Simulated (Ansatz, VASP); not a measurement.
# K: VASP beside Ansatz

POSCAR

```
K
1.0
    0.0000000000      3.3404261008      3.3404261008
    3.3404261008      0.0000000000      3.3404261008
    3.3404261008      3.3404261008      0.0000000000
K
1
Direct
    0.0000000000      0.0000000000      0.0000000000
```

The input INCAR.step1:

```
SYSTEM = K
PREC     = Accurate       ! precision mode
ENCUT    = 520            ! plane-wave cutoff, eV
EDIFF    = 1E-5           ! SCF threshold, eV
ISMEAR   = 0              ! smearing method
SIGMA    = 0.05           ! smearing width, eV
LREAL    = .False.        ! projectors in reciprocal space
LASPH    = .True.         ! aspherical terms in the spheres
NELM     = 60             ! most SCF steps
ALGO     = Normal         ! electronic algorithm
ISIF     = 2              ! what is computed and relaxed
LWAVE    = .True.         ! write WAVECAR
LCHARG   = .False.        ! write CHGCAR
NBANDS   = 10             ! bands
GGA      = PE             ! functional
```

File INCAR.step2:

```
SYSTEM = K
PREC     = Accurate       ! precision mode
ENCUT    = 520            ! plane-wave cutoff, eV
EDIFF    = 1E-6           ! SCF threshold, eV
ISMEAR   = 0              ! smearing method
SIGMA    = 0.05           ! smearing width, eV
LREAL    = .False.        ! projectors in reciprocal space
LASPH    = .True.         ! aspherical terms in the spheres
NELM     = 60             ! most SCF steps
ALGO     = Normal         ! electronic algorithm
ISIF     = 2              ! what is computed and relaxed
LWAVE    = .False.        ! write WAVECAR
LCHARG   = .False.        ! write CHGCAR
GGA      = PE             ! functional
LHFCALC  = .True.         ! exact exchange
HFSCREEN = 0.2079         ! screening, 1/A
PRECFOCK = Normal       
NBANDS   = 10             ! bands
ISTART   = 1
```

The input KPOINTS:

```
regular mesh
0
Gamma
  6 6 6
  0 0 0
```

Input for Ansatz:

```yaml
crystal:
  lattice:
    - [0.0, 3.3404261008, 3.3404261008]
    - [3.3404261008, 0.0, 3.3404261008]
    - [3.3404261008, 3.3404261008, 0.0]
  atoms:
    - { symbol: K, position: [0.0, 0.0, 0.0] }
basis:
  ecutwfc: 420
  ecutrho_ratio: 4
kpoints:
  mp_grid: { grid: [6, 6, 6] }
hamiltonian:
  xc: hse06
scf:
  occupations: { method: gaussian, width: 0.05 }
output:
  forces: true
  stress: true
  eigenvalues: true
```

Alike in both runs: task single point; functional HSE06; k mesh 6 × 6 × 6; occupations gaussian, width 0.05 eV; no spin polarisation.

|  | VASP | Ansatz |
| --- | --- | --- |
| version | VASP 6.6.1 | Ansatz 0.2.0 |
| potentials or method | VASP PAW PBE potentials, release 64 (K_sv), cutoff 520 eV | scalar-relativistic, plane waves, PAW |
| valence electrons in the cell | 9 | 9 |

```tsv
	VASP	Ansatz	Ansatz less VASP
pressure (GPa)	0.1	0.1	+0.01
```

Ansatz's warnings: filled band counts differ across k points, stress exchange threshold loose, stress scf threshold loose.
